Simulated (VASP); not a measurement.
# MgS5 (P-6m2) in VASP: notebook, part 2 of 2

VASP 6.6.1.

## 3. Relaxation of cell and atoms, PBE

This run uses another cell than the first one, of 21.61 Å³/atom, 1.038 times its volume.

Contents of INCAR:

```
ALGO = Normal ; EDIFF = 1E-6
EDIFFG = -0.04 ; ENCUT = 600
GGA = PE ; IBRION = 2
ISIF = 3 ; ISMEAR = 0
LASPH = True ; LCHARG = False
LREAL = False ; LWAVE = False
NELM = 60 ; NSW = 90
PREC = Accurate ; SIGMA = 0.1
```

Contents of KPOINTS:

```
k-points
0
Gamma
  6 6 2
```

Contents of POSCAR:

```
MgS5
1.0
    3.2079011032      0.0000000000      0.0000000000
   -1.6039505516      2.7781238482      0.0000000000
    0.0000000000      0.0000000000     14.5487976063
Mg S
1 5
Direct
    0.0000000000      0.0000000000      0.0000000000
    0.6666666667      0.3333333333      0.8757992215
    0.0000000000      0.0000000000      0.6107384052
    0.6666666667      0.3333333333      0.5000000000
    0.0000000000      0.0000000000      0.3892615948
    0.6666666667      0.3333333333      0.1242007785
```

Potentials or basis: VASP PAW PBE potentials, release 64 (Mg, S).

Started as:

```
$ cat potpaw_PBE.64/Mg/POTCAR potpaw_PBE.64/S/POTCAR > POTCAR
$ mpirun -np 1 vasp_std > vasp.out
```

OUTCAR:

```text
EDIFF = 1E-6
   EDIFFG = -0.04
   ENCUT = 600
   GGA = PE
   IBRION = 2
   ISIF = 3
   ISMEAR = 0
   LASPH = True
   LREAL = False
   NELM = 60
   NSW = 90
   PREC = Accurate

 ion  position               nearest neighbor table
   1  0.000  0.000  0.000-   2 2.59   6 2.59   2 2.59   6 2.59   2 2.59   6 2.59
   2  0.667  0.333  0.876-   1 2.59   1 2.59   1 2.59
   3  0.000  0.000  0.611-   4 2.45   4 2.45   4 2.45
   4  0.667  0.333  0.500-   3 2.45   5 2.45   3 2.45   5 2.45   3 2.45   5 2.45
   5  0.000  0.000  0.389-   4 2.45   4 2.45   4 2.45
   6  0.667  0.333  0.124-   1 2.59   1 2.59   1 2.59

  LATTYP: Found a hexagonal cell.
 ALAT       =     3.2079011032
 C/A-ratio  =     4.5353011637

  Lattice vectors:

 A1 = (   3.2079011032,   0.0000000000,   0.0000000000)
 A2 = (  -1.6039505516,   2.7781238482,   0.0000000000)
 A3 = (   0.0000000000,   0.0000000000,  14.5487976063)

Analysis of symmetry for initial positions (statically):
=====================================================================
 Subroutine PRICEL returns:
 Original cell was already a primitive cell.
[... 173 lines left out ...]
 fundamental gap:      0.1176980911
 Fermi energy:         3.2037438932

 k-point     1 :       0.0000    0.0000    0.0000
  band No.  band energies     occupation
      1     -14.2524      2.00000
      2     -10.7836      2.00000
      3      -9.8063      2.00000
      4      -9.3151      2.00000
      5      -7.0398      2.00000
      6      -1.2528      2.00000
[... 311 lines left out ...]
     19       5.3793      0.00000
     20       6.1275      0.00000

------------------------ aborting loop because EDIFF is reached ----------------------------------------

  FORCE on cell =-STRESS in cart. coord.  units (eV):
  Direction    XX          YY          ZZ          XY          YZ          ZX
  --------------------------------------------------------------------------------------
  -------------------------------------------------------------------------------------
  Total       -0.0870384     -0.0870384     -0.1189849      0.0000000     -0.0000000     -0.0000000
  in kB       -1.0755287     -1.0755287     -1.4702886      0.0000000     -0.0000000     -0.0000000
  external PRESSURE =      -1.2071153 kB  Pullay stress =       0.0000000 kB

 VOLUME and BASIS-vectors are now :
 -----------------------------------------------------------------------------
  energy-cutoff  :      600.00
  volume of cell :      129.66
      direct lattice vectors                 reciprocal lattice vectors
     3.207901103  0.000000000  0.000000000     0.311730308  0.179977577  0.000000000
    -1.603950552  2.778123848  0.000000000     0.000000000  0.359955155  0.000000000
     0.000000000  0.000000000 14.548797606     0.000000000  0.000000000  0.068734202

 POSITION                                       TOTAL-FORCE (eV/Angst)
 -----------------------------------------------------------------------------------
      0.00000      0.00000      0.00000         0.000000     -0.000000      0.000000
      1.60395      0.92604     12.74183         0.000000     -0.000000      0.028162
      0.00000      0.00000      8.88551        -0.000000     -0.000000      0.030945
      1.60395      0.92604      7.27440        -0.000000      0.000000      0.000000
      0.00000      0.00000      5.66329        -0.000000      0.000000     -0.030945
      1.60395      0.92604      1.80697         0.000000     -0.000000     -0.028162
 -----------------------------------------------------------------------------------
    total drift:                               -0.000000      0.000000      0.000000

  FREE ENERGIE OF THE ION-ELECTRON SYSTEM (eV)
  ---------------------------------------------------
  free  energy   TOTEN  =       -20.1093294982 eV

  energy  without entropy=      -20.0919233953  energy(sigma->0) =      -20.10062645

 reached required accuracy - stopping structural energy minimisation
```

OSZICAR:

```text
N       E                     dE             d eps       ncg     rms          rms(c)
DAV:   1     0.198449439807E+03    0.19845E+03   -0.14967E+04   560   0.153E+03
DAV:   2    -0.384157842977E+01   -0.20229E+03   -0.19753E+03   764   0.230E+02
DAV:   3    -0.211731947669E+02   -0.17332E+02   -0.16684E+02   684   0.751E+01
DAV:   4    -0.216779734660E+02   -0.50478E+00   -0.50067E+00   740   0.140E+01
DAV:   5    -0.216926334058E+02   -0.14660E-01   -0.14639E-01   792   0.232E+00    0.162E+01
DAV:   6    -0.248548100199E+02   -0.31622E+01   -0.16022E+01   712   0.128E+01    0.206E+01
DAV:   7    -0.201483732758E+02    0.47064E+01   -0.22413E+01   644   0.853E+00    0.134E+01
DAV:   8    -0.202002248498E+02   -0.51852E-01   -0.86407E-01   624   0.431E+00    0.151E+00
DAV:   9    -0.201407799957E+02    0.59445E-01   -0.71162E-02   632   0.175E+00    0.895E-01
DAV:  10    -0.201241328272E+02    0.16647E-01   -0.12194E-02   684   0.595E-01    0.571E-01
DAV:  11    -0.201110368295E+02    0.13096E-01   -0.49808E-03   692   0.398E-01    0.318E-01
DAV:  12    -0.201096366690E+02    0.14002E-02   -0.11799E-03   636   0.184E-01    0.163E-01
DAV:  13    -0.201094255379E+02    0.21113E-03   -0.43909E-04   652   0.113E-01    0.524E-02
DAV:  14    -0.201093429195E+02    0.82618E-04   -0.62960E-05   700   0.533E-02    0.441E-02
DAV:  15    -0.201093357938E+02    0.71258E-05   -0.46569E-05   640   0.417E-02    0.179E-02
DAV:  16    -0.201093287368E+02    0.70569E-05   -0.11670E-05   592   0.210E-02    0.196E-02
DAV:  17    -0.201093294982E+02   -0.76142E-06   -0.86966E-07   324   0.600E-03
   1 F= -.20109329E+02 E0= -.20100626E+02  d E =-.201093E+02
```

CONTCAR:

```text
MgS5
   1.00000000000000
     3.2079011032000002    0.0000000000000000    0.0000000000000000
    -1.6039505516000001    2.7781238481999999    0.0000000000000000
     0.0000000000000000    0.0000000000000000   14.5487976063000009
  Mg              S
     1     5
Direct
     0.0000000000000000    0.0000000000000000    0.0000000000000000
     0.6666666667000030    0.3333333332999970    0.8757992215000030
     0.0000000000000000    0.0000000000000000    0.6107384052000029
     0.6666666667000030    0.3333333332999970    0.5000000000000000
     0.0000000000000000    0.0000000000000000    0.3892615947999971
     0.6666666667000030    0.3333333332999970    0.1242007784999970

  0.00000000E+00  0.00000000E+00  0.00000000E+00
  0.00000000E+00  0.00000000E+00  0.00000000E+00
  0.00000000E+00  0.00000000E+00  0.00000000E+00
  0.00000000E+00  0.00000000E+00  0.00000000E+00
  0.00000000E+00  0.00000000E+00  0.00000000E+00
  0.00000000E+00  0.00000000E+00  0.00000000E+00
```

Run time: 44 s. Hardware: 1 thread of Intel Xeon Platinum 8375C at 2.90GHz (Ice Lake), shared host; peak memory 0.3 GiB.

Results:

- Free energy: -20.1093 eV
- Pressure after relaxing: -0.1 GPa
- Largest force after relaxing: 0.031 eV/Å
- Band gap on the k mesh: zero (band 16 reaches 4.40 eV, above the bottom of band 17 at 2.62 eV)

Forces in eV/Å, atoms in the order of the input:
```
Mg   0.000  0.000  0.000
S    0.000  0.000  0.028
S    0.000  0.000  0.031
S    0.000  0.000  0.000
S    0.000  0.000 -0.031
S    0.000  0.000 -0.028
```

Final structure:
```yaml
crystal:
  lattice:
    - [3.20790, 0.00000, 0.00000]
    - [-1.60395, 2.77812, 0.00000]
    - [0.00000, 0.00000, 14.54880]
  atoms:
    - { symbol: Mg, position: [0.00000, 0.00000, 0.00000] }
    - { symbol: S, position: [0.66667, 0.33333, 0.87580] }
    - { symbol: S, position: [0.00000, 0.00000, 0.61074] }
    - { symbol: S, position: [0.66667, 0.33333, 0.50000] }
    - { symbol: S, position: [0.00000, 0.00000, 0.38926] }
    - { symbol: S, position: [0.66667, 0.33333, 0.12420] }
```

Levels at points of the mesh, in eV from the Fermi level:
```tsv
k point	band 14	band 15	band 16	band 17	band 18	band 19
(0.00, 0.00, 0.00)	1.12	1.12	1.20	1.20	1.41	1.41
(0.50, 0.00, 0.00)	-1.08	-0.56	-0.11	0.14	0.68	1.02
(0.00, 0.00, 0.50)	1.12	1.12	1.20	1.20	1.41	1.41
(0.50, 0.00, 0.50)	-1.08	-0.59	-0.11	0.14	0.70	1.01
```

Caveat: the k points lie up to 0.38 Å⁻¹ apart in the final cell; the relaxation stopped at its first step, so nothing moved.

## 4. Relaxation of cell and atoms, PBE

This run uses another cell than the first one, of 21.51 Å³/atom, 1.033 times its volume.

Contents of INCAR:

```
ALGO = Normal ; EDIFF = 1E-7
EDIFFG = -0.01 ; ENCUT = 600
GGA = PE ; IBRION = 2
ISIF = 3 ; ISMEAR = 0
LASPH = True ; LCHARG = False
LREAL = False ; LWAVE = False
NELM = 80 ; NSW = 100
PREC = Accurate ; SIGMA = 0.1
```

Contents of KPOINTS:

```
k-points
0
Gamma
  12 12 4
```

Contents of POSCAR:

```
MgS5
1.0
    3.2067572857      0.0000000000      0.0000000000
   -1.6033786429      2.7771332732      0.0000000000
    0.0000000000      0.0000000000     14.4894991733
Mg S
1 5
Direct
    0.0000000000      0.0000000000      0.0000000000
    0.6666666667      0.3333333333      0.8753385648
    0.0000000000      0.0000000000      0.6115102312
    0.6666666667      0.3333333333      0.5000000000
    0.0000000000      0.0000000000      0.3884897688
    0.6666666667      0.3333333333      0.1246614352
```

Started as:

```
$ cat potpaw_PBE.64/Mg/POTCAR potpaw_PBE.64/S/POTCAR > POTCAR
$ mpirun -np 1 vasp_std > vasp.out
```

It took 25 min on 1 thread of Intel Xeon Platinum 8375C at 2.90GHz (Ice Lake), shared host; peak memory 0.42 GiB.

The run converged. Its results:

```yaml
Free_energy: -20.1073 eV
Relaxed_volume: 20.73 Å³/atom
Relaxed_cell: a = 3.212 Å, b = 3.212 Å, c = 13.922 Å, α = 90.00°, β = 90.00°, γ = 120.00°
Space_group_after_relaxing_to_0.05_Å: P-6m2 (No. 187)
Energy_gained_by_relaxing: 0.7 meV/atom
Ionic_steps: 20
Pressure_after_relaxing: 0.0 GPa
Largest_force_after_relaxing: 0.005 eV/Å
Band_gap_on_the_k_mesh: zero (band 16 reaches 4.81 eV, above the bottom of band 17 at 3.04 eV)
```

Forces on the atoms (eV/Å):
```
Mg   0.000  0.000  0.000
S    0.000  0.000 -0.002
S    0.000  0.000 -0.005
S    0.000  0.000  0.000
S    0.000  0.000  0.005
S    0.000  0.000  0.002
```

The path:
```csv
step,energy change (eV),largest force (eV/Å),pressure (GPa),volume (Å³)
1,0.0000,0.0432,-0.12,129.04
2,-0.0008,0.0386,0.11,128.75
3,-0.0009,0.0286,0.08,128.78
4,-0.0010,0.0207,0.00,128.94
5,-0.0011,0.0151,-0.06,129.06
6,-0.0012,0.0166,-0.06,128.96
7,-0.0015,0.0261,-0.04,128.68
8,-0.0019,0.0450,0.00,128.11
9,-0.0023,0.0831,0.07,126.98
10,-0.0024,0.0817,0.07,126.95
11,-0.0025,0.0775,0.05,126.84
12,-0.0028,0.0693,0.02,126.63
13,-0.0032,0.0530,-0.05,126.22
14,-0.0033,0.0794,-0.18,125.39
15,-0.0034,0.0651,-0.14,125.65
16,-0.0037,0.0518,-0.09,125.27
17,-0.0040,0.0119,0.05,124.13
18,-0.0040,0.0163,0.04,124.25
19,-0.0041,0.0117,0.02,124.31
20,-0.0041,0.0048,-0.01,124.41
```

Final structure:
```yaml
crystal:
  lattice:
    - [3.21223, 0.00000, 0.00000]
    - [-1.60611, 2.78187, 0.00000]
    - [0.00000, 0.00000, 13.92184]
  atoms:
    - { symbol: Mg, position: [0.00000, 0.00000, 0.00000] }
    - { symbol: S, position: [0.66667, 0.33333, 0.87096] }
    - { symbol: S, position: [0.00000, 0.00000, 0.61582] }
    - { symbol: S, position: [0.66667, 0.33333, 0.50000] }
    - { symbol: S, position: [0.00000, 0.00000, 0.38418] }
    - { symbol: S, position: [0.66667, 0.33333, 0.12904] }
```

Levels at points of the mesh, in eV from the Fermi level:
```tsv
k point	band 14	band 15	band 16	band 17	band 18	band 19
(0.00, 0.00, 0.00)	1.02	1.02	1.18	1.18	1.40	1.40
(0.50, 0.00, 0.00)	-1.17	-0.54	-0.13	0.13	0.60	0.95
(0.00, 0.00, 0.50)	1.02	1.02	1.18	1.18	1.40	1.40
(0.50, 0.00, 0.50)	-1.17	-0.61	-0.13	0.13	0.65	0.92
```

## 5. Overview

```csv
task,cell,k mesh,cutoff (eV),gap on the mesh (eV),pressure (GPa),largest force (eV/Å)
single point,"a = 3.215, b = 3.215, c = 13.956 Å, angles 90.0, 90.0, 120.0°, 6 atoms",12 × 12 × 4,520,none,-0.2,0.02
relaxation of cell and atoms,"relaxed from a = 3.208, b = 3.208, c = 14.549 Å, angles 90.0, 90.0, 120.0°, 6 atoms",6 × 6 × 2,600,none,-0.1,0.03
relaxation of cell and atoms,"relaxed from a = 3.207, b = 3.207, c = 14.489 Å, angles 90.0, 90.0, 120.0°, 6 atoms",12 × 12 × 4,600,none,0.0,-
```

Alike in all rows: level PBE; potentials or basis VASP PAW PBE potentials, release 64 (Mg, S); no spin polarisation; smearing gaussian 0.1 eV.

Caveats: some runs use coarse meshes; the relaxation stopped at its first step, so nothing moved (some runs).

Absolute energies hang on the potentials; compare differences alone.
